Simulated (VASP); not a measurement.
## LiH: single point with r2SCAN

LiH:

```
Li H
1.0
     0.00000    2.03250    2.03250
     2.03250    0.00000    2.03250
     2.03250    2.03250    0.00000
Li H
1 1
Direct
  0.92620 0.02460 0.97540
  0.50000 0.50000 0.50000
```

This cell differs from its parent crystal: atom 1 (Li) moved by (-0.200, -0.100) A along y and z.

```yaml
Program: VASP 6.6.1
Task: single point
Functional: r2SCAN
Potentials_or_basis: VASP PAW PBE potentials, release 64 (Li_sv, H)
Cutoff: 520 eV
k_mesh: 10 × 10 × 10
Occupations: gaussian, width 0.05 eV
Spin: no spin polarisation
Dipole_correction: no
Further_INCAR_settings: ALGO = Normal; EDIFF = 1e-07; NBANDS = 9
```

```json
{
  "Largest force": "0.273 eV/Å",
  "Band gap on the k mesh": "3.62 eV"
}
```

Forces in eV/Å, atoms in the order of the input:
```
Li   0.000  0.262  0.078
H    0.000 -0.262 -0.078
```

Levels at points of the mesh, in eV from the valence-band top:
```csv
k point,band 1,band 2,band 3,band 4,band 5
"(0.00, 0.00, 0.00)",-45.74,-5.27,16.25,18.93,19.04
"(0.50, 0.00, 0.00)",-45.70,-2.47,5.40,14.73,17.54
"(0.00, 0.50, 0.00)",-45.70,-2.53,5.56,14.59,17.54
"(0.50, 0.50, 0.00)",-45.69,-0.06,3.71,11.43,11.60
"(0.00, 0.50, 0.50)",-45.69,0.00,3.62,11.45,11.58
"(0.50, 0.00, 0.50)",-45.69,-0.22,3.95,11.50,11.55
```

It took 3.7 min on 1 thread of Intel Xeon 8259CL, with other jobs on the host, peak memory 0.17 GiB.

Caveat: the cell differs from its parent crystal (atom 1 (Li) moved by (-0.200, -0.100) A along y and z); the PAW data sets were made with another functional, which shifts forces and pressure a little. A k mesh can miss the band edges.
